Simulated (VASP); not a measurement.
# GaP in VASP: a series of runs, part 2 of 2

VASP 6.6.1. The steps go on from the part before.

## (4) Single point, PBE (zz strain of +2 %)

INCAR

```
ALGO = Normal ; EDIFF = 1E-7
ENCUT = 520 ; GGA = PE
ISIF = 2 ; ISMEAR = -1
LASPH = T ; LCHARG = F
LREAL = F ; LWAVE = F
NBANDS = 16 ; NELM = 80
PREC = Accurate ; SIGMA = 0.05
```

KPOINTS

```
k-points
0
Gamma
  10 10 10
```

POSCAR

```
GaP
1.0
    0.0000000000      2.7252500000      2.7797550000
    2.7252500000      0.0000000000      2.7797550000
    2.7252500000      2.7252500000      0.0000000000
Ga P
1 1
Direct
    0.0000000000      0.0000000000      0.0000000000
    0.7500000000      0.7500000000      0.7500000000
```

Potentials or basis: VASP PAW PBE potentials, release 64 (Ga_d, P).

Run with:

```console
$ cat potpaw_PBE.64/Ga_d/POTCAR potpaw_PBE.64/P/POTCAR > POTCAR
$ mpirun -np 1 vasp_std > vasp.out
```

OUTCAR:

```text
EDIFF = 1E-7
   ENCUT = 520
   GGA = PE
   ISIF = 2
   ISMEAR = -1
   LASPH = T
   LREAL = F
   NELM = 80
   PREC = Accurate

 ion  position               nearest neighbor table
   1  0.000  0.000  0.000-   2 2.38   2 2.38   2 2.38   2 2.38
   2  0.750  0.750  0.750-   1 2.38   1 2.38   1 2.38   1 2.38

  LATTYP: Found a body centered tetragonal cell.
 ALAT       =     3.8540855109
 C/A-ratio  =     1.4424978336

  Lattice vectors:

 A1 = (  -2.7252500000,   0.0000000000,   2.7797550000)
 A2 = (   2.7252500000,   0.0000000000,   2.7797550000)
 A3 = (   0.0000000000,   2.7252500000,  -2.7797550000)

Analysis of symmetry for initial positions (statically):
=====================================================================
 Subroutine PRICEL returns:
 Original cell was already a primitive cell.

 Routine SETGRP: Setting up the symmetry group for a
 body centered tetragonal supercell.

 Subroutine GETGRP returns: Found  8 space group operations
 (whereof  8 operations were pure point group operations)
 out of a pool of 16 trial point group operations.

The static configuration has the point symmetry D_2d.

Analysis of symmetry for dynamics (positions and initial velocities):
=====================================================================
 Subroutine PRICEL returns:
 Original cell was already a primitive cell.

 Routine SETGRP: Setting up the symmetry group for a
 body centered tetragonal supercell.

 Subroutine GETGRP returns: Found  8 space group operations
 (whereof  8 operations were pure point group operations)
 out of a pool of 16 trial point group operations.

The dynamic configuration has the point symmetry D_2d.

 Subroutine INISYM returns: Found  8 space group operations
 (whereof  8 operations are pure point group operations),
 and found     1 'primitive' translations

----------------------------------------------------------------------------------------

                                     Primitive cell

  volume of cell :      41.2904

  direct lattice vectors                    reciprocal lattice vectors
     0.000000000  2.725250000  2.779755000    -0.183469406  0.183469406  0.179871967
     2.725250000  0.000000000  2.779755000     0.183469406 -0.183469406  0.179871967
     2.725250000  2.725250000  0.000000000     0.183469406  0.183469406 -0.179871967

  length of vectors
     3.892817158  3.892817158  3.854085511     0.315715015  0.315715015  0.315715015

  position of ions in fractional coordinates (direct lattice)
     0.000000000  0.000000000  0.000000000
     0.750000000  0.750000000  0.750000000

  ion indices of the primitive-cell ions
   primitive index   ion index
                 1           1
                 2           2

----------------------------------------------------------------------------------------

 KPOINTS: k-points

Automatic generation of k-mesh.
 Grid dimensions read from file:
 generate k-points for:   10   10   10

 Generating k-lattice:

  Cartesian coordinates                     Fractional coordinates (reciprocal lattice)
    -0.018346941  0.018346941  0.017987197     0.100000000  0.000000000  0.000000000
     0.018346941 -0.018346941  0.017987197     0.000000000  0.100000000  0.000000000
     0.018346941  0.018346941 -0.017987197    -0.000000000 -0.000000000  0.100000000

  Length of vectors
     0.031571502  0.031571502  0.031571502

  Shift w.r.t. Gamma in fractional coordinates (k-lattice)
     0.000000000  0.000000000  0.000000000

 Subroutine IBZKPT returns following result:
 ===========================================

 Found    102 irreducible k-points:

 Following reciprocal coordinates:
            Coordinates               Weight
  0.000000  0.000000  0.000000      1.000000
  0.100000 -0.000000  0.000000      8.000000
  0.200000 -0.000000  0.000000      8.000000
  0.300000 -0.000000  0.000000      8.000000
  0.400000 -0.000000  0.000000      8.000000
  0.500000 -0.000000  0.000000      4.000000
[... 16 lines left out ...]
  0.300000  0.300000  0.000000      2.000000
  0.400000  0.300000  0.000000      8.000000
 [... further k-points ...]
   k-points           NKPTS =    102   k-points in BZ     NKDIM =    102   number of bands    NBANDS=     16
   number of dos      NEDOS =    301   number of ions     NIONS =      2
   total plane-waves  NPLWV =  27000
   dimension x,y,z NGX =    30 NGY =   30 NGZ =   30
   dimension x,y,z NGXF=    60 NGYF=   60 NGZF=   60
   ions per type =               1   1
   NGX,Y,Z   is equivalent  to a cutoff of  12.81, 12.81, 12.94 a.u.
   NGXF,Y,Z  is equivalent  to a cutoff of  25.62, 25.62, 25.88 a.u.
 SYSTEM =  unknown system
   PREC   = accura    normal or accurate (medium, high low for compatibility)
   ISTART =      0    job   : 0-new  1-cont  2-samecut
   ICHARG =      2    charge: 1-file 2-atom 10-const
   ISPIN  =      1    spin polarized calculation?
   LNONCOLLINEAR =      F non collinear calculations
   LSORBIT =      F    spin-orbit coupling
   LASPH  =      T    aspherical Exc in radial PAW
   ENCUT  =  520.0 eV  38.22 Ry    6.18 a.u.   7.24  7.24  7.17*2*pi/ulx,y,z
   NELM   =     80;   NELMIN=  2; NELMDL= -5     # of ELM steps
   EDIFF  = 0.1E-06   stopping-criterion for ELM
   LREAL  =      F    real-space projection
   EDIFFG = 0.1E-05   stopping-criterion for IOM
   NSW    =      0    number of steps for IOM
   IBRION =     -1    ionic relax: 0-MD 1-quasi-New 2-CG
   NFREE  =      0    steps in history (QN), initial steepest desc. (CG)
   ISIF   =      2    stress and relaxation
   ISYM   =      2    0-nonsym 1-usesym 2-fastsym
   POTIM  = 0.5000    time-step for ionic-motion
   TEBEG  =    0.0;   TEEND  =   0.0 temperature during run
   PSTRESS=    0.0 pullay stress
   NELECT =      18.0000    total number of electrons
   NUPDOWN=      -1.0000    fix difference up-down
   EMIN   =  10.00;   EMAX   =-10.00  energy-range for DOS
   EFERMI =   0.00;   METHOD = LEGACY
   ISMEAR =    -1;   SIGMA  =   0.05  broadening in eV -4-tet -1-fermi 0-gaus
   EFERMI_NEDOS =   21; number of points for ismear=-14 and -15
   IALGO  =     38    algorithm
   IMIX   =      4    mixing-type and parameters
     AMIX     =   0.40;   BMIX     =  1.00
     AMIX_MAG =   1.60;   BMIX_MAG =  1.00
  volume/ion in A,a.u.               =      20.65       139.32
  Fermi-wavevector in a.u.,A,eV,Ry     =   1.241317  2.345748 20.964770  1.540867
  Thomas-Fermi vector in A             =   2.375720
   LORBIT       =      0    0 simple, 1 ext, 2 COOP (PROOUT), +10 PAW based schemes
   GGA     = PE    functional components
   LHFCALC =     F    Hartree Fock is set to
   AEXX    =    0.0000 exact exchange contribution
   IVDW    =     0    specifies the selected vdW correction
   LEPSILON=     F    determine dielectric tensor
   LRPA    =     F    only Hartree local field effects (RPA)
 non-spin polarized calculation
  energy-cutoff  :      520.00
  volume of cell :       41.29
 maximum number of plane-waves:      1124
 NGX is ok and might be reduce to    30
   NGX = 15   NGY = 15   NGZ = 15

 number of electron      17.9999996 magnetization

 Free energy of the ion-electron system (eV)
  ---------------------------------------------------
  ext. energy  EPLUGINS =         0.00000000
  ---------------------------------------------------
  free energy    TOTEN  =        -9.12393639 eV

  energy without entropy =       -9.12393638  energy(sigma->0) =       -9.12393639

 E-fermi :   5.2330     XC(G=0):  -9.7438

 val. band max:        4.4889241289   @ k =   0.0000   0.0000   0.0000
 cond. band min:       6.0299902334   @ k =   0.4000   0.0000   0.4000
 fundamental gap:      1.5410661045
 Fermi energy:         5.2330336673

 k-point     1 :       0.0000    0.0000    0.0000
  band No.  band energies     occupation
      1     -10.0709      2.00000
      2     -10.0648      2.00000
      3     -10.0648      2.00000
      4      -9.9748      2.00000
      5      -9.9716      2.00000
      6      -7.8922      2.00000
[... 8 lines left out ...]
     15      14.0311      0.00000
     16      14.3898      0.00000
[... 419 lines left out ...]
 k-point    24 :       0.4000    0.3000    0.0000
  band No.  band energies     occupation
      1     -10.1573      2.00000
      2     -10.0214      2.00000
      3     -10.0191      2.00000
      4      -9.9922      2.00000
      5      -9.9607      2.00000
      6      -6.0038      2.00000
[... 8 lines left out ...]
     15      16.2361      0.00000
     16      18.0060      0.00000

 [... further k-points ...]

------------------------ aborting loop because EDIFF is reached ----------------------------------------

  FORCE on cell =-STRESS in cart. coord.  units (eV):
  Direction    XX          YY          ZZ          XY          YZ          ZX
  --------------------------------------------------------------------------------------
  -------------------------------------------------------------------------------------
  Total        0.3403992      0.3403992     -0.0461233      0.0000000      0.0000000      0.0000000
  in kB       13.2083911     13.2083911     -1.7897068      0.0000000      0.0000000      0.0000000
  external PRESSURE =       8.2090252 kB  Pullay stress =       0.0000000 kB

 VOLUME and BASIS-vectors are now :
 -----------------------------------------------------------------------------
  energy-cutoff  :      520.00
  volume of cell :       41.29
      direct lattice vectors                 reciprocal lattice vectors
     0.000000000  2.725250000  2.779755000    -0.183469406  0.183469406  0.179871967
     2.725250000  0.000000000  2.779755000     0.183469406 -0.183469406  0.179871967
     2.725250000  2.725250000  0.000000000     0.183469406  0.183469406 -0.179871967

 POSITION                                       TOTAL-FORCE (eV/Angst)
 -----------------------------------------------------------------------------------
      0.00000      0.00000      0.00000         0.000000      0.000000     -0.000000
      4.08788      4.08788      4.16963        -0.000000     -0.000000      0.000000
 -----------------------------------------------------------------------------------
    total drift:                               -0.000002     -0.000002     -0.000002

  FREE ENERGIE OF THE ION-ELECTRON SYSTEM (eV)
  ---------------------------------------------------
  free  energy   TOTEN  =        -9.1239363880 eV

  energy  without entropy=       -9.1239363845  energy(sigma->0) =       -9.12393639
```

stdout:

```text
POSCAR found type information on POSCAR GaP
 POSCAR found :  2 types and       2 ions
 scaLAPACK will be used
 LDA part: xc-table for (Slater+PW92), standard interpolation
 POSCAR, INCAR and KPOINTS ok, starting setup
 FFT: planning ... GRIDC
 FFT: planning ... GRID_SOFT
 FFT: planning ... GRID
 WAVECAR not read
 entering main loop
```

It took 81 s on 1 thread of Intel Xeon 6975P-C (Granite Rapids), shared host; peak memory 0.2 GiB.

What came out:

```yaml
Free_energy: -9.1239 eV
Pressure: 0.8 GPa
Band_gap_on_the_k_mesh: 1.54 eV, indirect (least direct gap 1.62 eV)
```

Caveat: the cell differs from its parent crystal (zz strain of +2 %).

## (5) Single point, PBE (volume scaled by 0.94)

INCAR

```
SYSTEM = GaP
ALGO     = Normal         ! electronic algorithm
EDIFF    = 1E-6           ! SCF threshold, eV
ENCUT    = 520            ! plane-wave cutoff, eV
GGA      = PE             ! functional
ISIF     = 2              ! what is computed and relaxed
ISMEAR   = -1             ! smearing method
LASPH    = .True.         ! aspherical terms in the spheres
LCHARG   = .True.         ! write CHGCAR
LELF     = .True.         ! ELF
LREAL    = .False.        ! projectors in reciprocal space
LVHAR    = .True.       
LWAVE    = .False.        ! write WAVECAR
NBANDS   = 16             ! bands
NELM     = 60             ! most SCF steps
PREC     = Accurate       ! precision mode
SIGMA    = 0.05           ! smearing width, eV
```

KPOINTS

```
k-points
0
Gamma
  10 10 10
  0 0 0
```

POSCAR

```
GaP
1.0
    0.0000000000      2.6696170428      2.6696170428
    2.6696170428      0.0000000000      2.6696170428
    2.6696170428      2.6696170428      0.0000000000
Ga P
1 1
Direct
    0.0000000000      0.0000000000      0.0000000000
    0.7500000000      0.7500000000      0.7500000000
```

Potentials or basis: VASP PAW PBE potentials, release 64 (Ga_d, P).

Run with:

```console
$ cat potpaw_PBE.64/Ga_d/POTCAR potpaw_PBE.64/P/POTCAR > POTCAR
$ mpirun -np 1 vasp_std > vasp.out
```

OUTCAR:

```text
SYSTEM = GaP
   EDIFF = 1E-6
   ENCUT = 520
   GGA = PE
   ISIF = 2
   ISMEAR = -1
   LASPH = .True.
   LREAL = .False.
   NELM = 60
   PREC = Accurate

 ion  position               nearest neighbor table
   1  0.000  0.000  0.000-   2 2.31   2 2.31   2 2.31   2 2.31
   2  0.750  0.750  0.750-   1 2.31   1 2.31   1 2.31   1 2.31

  LATTYP: Found a face centered cubic cell.
 ALAT       =     5.3392340856

  Lattice vectors:

 A1 = (   0.0000000000,   2.6696170428,   2.6696170428)
 A2 = (   2.6696170428,   0.0000000000,   2.6696170428)
 A3 = (   2.6696170428,   2.6696170428,   0.0000000000)

Analysis of symmetry for initial positions (statically):
=====================================================================
 Subroutine PRICEL returns:
 Original cell was already a primitive cell.

 Routine SETGRP: Setting up the symmetry group for a
 face centered cubic supercell.

 Subroutine GETGRP returns: Found 24 space group operations
 (whereof 24 operations were pure point group operations)
 out of a pool of 48 trial point group operations.

The static configuration has the point symmetry T_d .

Analysis of symmetry for dynamics (positions and initial velocities):
[... 153 lines left out ...]
  ---------------------------------------------------
  free energy    TOTEN  =        -9.03605485 eV

  energy without entropy =       -9.03605484  energy(sigma->0) =       -9.03605484

 E-fermi :   6.0334     XC(G=0): -10.1184

 val. band max:        5.3051195124   @ k =   0.0000   0.0000   0.0000
 cond. band min:       6.7982220563   @ k =   0.4000   0.4000   0.0000
 fundamental gap:      1.4931025439
 Fermi energy:         6.0334419171

 k-point     1 :       0.0000    0.0000    0.0000
  band No.  band energies     occupation
      1      -9.3643      2.00000
      2      -9.3643      2.00000
      3      -9.3643      2.00000
      4      -9.2441      2.00000
      5      -9.2441      2.00000
      6      -7.6701      2.00000
[... 433 lines left out ...]
      3      -9.3032      2.00000
      4      -9.2759      2.00000
      5      -9.2239      2.00000
      6      -5.5216      2.00000
[... 8 lines left out ...]
     15      17.2472      0.00000
     16      19.5514      0.00000

 [... further k-points ...]
[... 5 lines left out ...]
  --------------------------------------------------------------------------------------
  -------------------------------------------------------------------------------------
  Total        2.0410578      2.0410578      2.0410578      0.0000000      0.0000000      0.0000000
  in kB       85.9387426     85.9387426     85.9387426      0.0000000      0.0000000      0.0000000
  external PRESSURE =      85.9387426 kB  Pullay stress =       0.0000000 kB

 VOLUME and BASIS-vectors are now :
 -----------------------------------------------------------------------------
  energy-cutoff  :      520.00
  volume of cell :       38.05
      direct lattice vectors                 reciprocal lattice vectors
     0.000000000  2.669617043  2.669617043    -0.187292781  0.187292781  0.187292781
     2.669617043  0.000000000  2.669617043     0.187292781 -0.187292781  0.187292781
     2.669617043  2.669617043  0.000000000     0.187292781  0.187292781 -0.187292781

 POSITION                                       TOTAL-FORCE (eV/Angst)
 -----------------------------------------------------------------------------------
      0.00000      0.00000      0.00000        -0.000000     -0.000000     -0.000000
      4.00443      4.00443      4.00443         0.000000      0.000000      0.000000
 -----------------------------------------------------------------------------------
    total drift:                               -0.000002     -0.000002     -0.000002

  FREE ENERGIE OF THE ION-ELECTRON SYSTEM (eV)
  ---------------------------------------------------
  free  energy   TOTEN  =        -9.0360548478 eV

  energy  without entropy=       -9.0360548418  energy(sigma->0) =       -9.03605484
```

OSZICAR:

```text
N       E                     dE             d eps       ncg     rms          rms(c)
DAV:   1     0.787893092143E+02    0.78789E+02   -0.90987E+03  1624   0.166E+03
DAV:   2    -0.350477602035E+01   -0.82294E+02   -0.78601E+02  1784   0.308E+02
DAV:   3    -0.923609803613E+01   -0.57313E+01   -0.57157E+01  1872   0.637E+01
DAV:   4    -0.932279646655E+01   -0.86698E-01   -0.86672E-01  1904   0.826E+00
DAV:   5    -0.932433651588E+01   -0.15400E-02   -0.15400E-02  1904   0.965E-01    0.456E+00
DAV:   6    -0.906768565994E+01    0.25665E+00   -0.38137E-01  2352   0.113E+01    0.306E+00
DAV:   7    -0.903534671251E+01    0.32339E-01   -0.10807E-01  1984   0.231E+00    0.118E+00
DAV:   8    -0.903554772859E+01   -0.20102E-03   -0.14009E-02  1792   0.146E+00    0.253E-01
DAV:   9    -0.903593497770E+01   -0.38725E-03   -0.13412E-03  1864   0.478E-01    0.746E-02
DAV:  10    -0.903599190638E+01   -0.56929E-04   -0.11036E-04  2368   0.134E-01    0.333E-02
DAV:  11    -0.903605509554E+01   -0.63189E-04   -0.84253E-05  1712   0.750E-02    0.552E-03
DAV:  12    -0.903605484784E+01    0.24770E-06   -0.22300E-06  1760   0.194E-02
   1 F= -.90360548E+01 E0= -.90360548E+01  d E =-.604640E-08
```

stdout:

```text
POSCAR found type information on POSCAR GaP
 POSCAR found :  2 types and       2 ions
 scaLAPACK will be used
 LDA part: xc-table for (Slater+PW92), standard interpolation
 POSCAR, INCAR and KPOINTS ok, starting setup
 FFT: planning ... GRIDC
 FFT: planning ... GRID_SOFT
 FFT: planning ... GRID
 WAVECAR not read
 entering main loop
```

Wall time 12 s (1 thread of Intel Xeon 6975P-C (Granite Rapids), shared host); peak memory 0.16 GiB.

What came out:

| Quantity | Value |
| --- | --- |
| Free energy | -9.0361 eV |
| Pressure | 8.6 GPa |
| Band gap on the k mesh | 1.49 eV, indirect (least direct gap 2.35 eV) |

## (6) Single point, PBE (volume scaled by 0.9405)

INCAR

```
  PREC = Accurate
  ENCUT = 520
  EDIFF = 1E-6
  ISMEAR = -1
  SIGMA = 0.05
  LREAL = F
  LASPH = T
  NELM = 80
  ALGO = Normal
  ISIF = 2
  LWAVE = F
  LCHARG = T
  GGA = PE
  LELF = T
  LVHAR = T
  NBANDS = 16
```

KPOINTS

```
Automatic mesh
0
Gamma
  10 10 10
```

POSCAR

```
GaP
1.0
    0.0000000000      2.6700902952      2.6700902952
    2.6700902952      0.0000000000      2.6700902952
    2.6700902952      2.6700902952      0.0000000000
Ga P
1 1
Direct
    0.0000000000      0.0000000000      0.0000000000
    0.7500000000      0.7500000000      0.7500000000
```

Potentials or basis: VASP PAW PBE potentials, release 64 (Ga_d, P).

Run with:

```console
$ cat potpaw_PBE.64/Ga_d/POTCAR potpaw_PBE.64/P/POTCAR > POTCAR
$ mpirun -np 1 vasp_std > vasp.out
```

Run time: 11 s. Hardware: 1 thread of Intel Xeon 6975P-C (Granite Rapids), shared host; peak memory 0.17 GiB.

It converged, with:

```yaml
Free_energy: -9.0371 eV
Pressure: 8.5 GPa
Band_gap_on_the_k_mesh: 1.49 eV, indirect (least direct gap 2.34 eV)
```

Levels at points of the mesh, in eV from the valence-band top:
| k point | band 6 | band 7 | band 8 | band 9 | band 10 | band 11 | band 12 | band 13 |
| --- | --- | --- | --- | --- | --- | --- | --- | --- |
| (0.00, 0.00, 0.00) | -12.97 | 0.00 | 0.00 | 0.00 | 2.34 | 3.87 | 3.87 | 3.87 |
| (0.50, 0.00, 0.00) | -10.69 | -7.00 | -1.21 | -1.21 | 1.86 | 4.70 | 4.70 | 8.39 |
| (0.50, 0.50, 0.00) | -9.71 | -7.05 | -2.90 | -2.90 | 1.52 | 1.75 | 11.06 | 11.06 |

 A k mesh can miss the band edges.

## (7) Overview

```tsv
cell	gap on the mesh (eV)	pressure (GPa)
a = 3.797, b = 3.797, c = 3.854 Å, angles 59.5, 59.5, 61.0°, 2 atoms	1.26	5.2
a = 3.835, b = 3.835, c = 3.854 Å, angles 59.8, 59.8, 60.3°, 2 atoms	1.49	3.3
a = 3.893, b = 3.893, c = 3.854 Å, angles 60.3, 60.3, 59.3°, 2 atoms	1.54	0.8
a = 3.775 Å, angles 60.0°, 2 atoms	1.49	8.6
a = 3.776 Å, angles 60.0°, 2 atoms	1.49	8.5
```

Alike in all rows: task single point; level PBE; potentials or basis VASP PAW PBE potentials, release 64 (Ga_d, P); no spin polarisation; k mesh 10 × 10 × 10; cutoff (eV) 520; smearing fermi-dirac 0.05 eV.

Absolute energies hang on the potentials; compare differences alone.
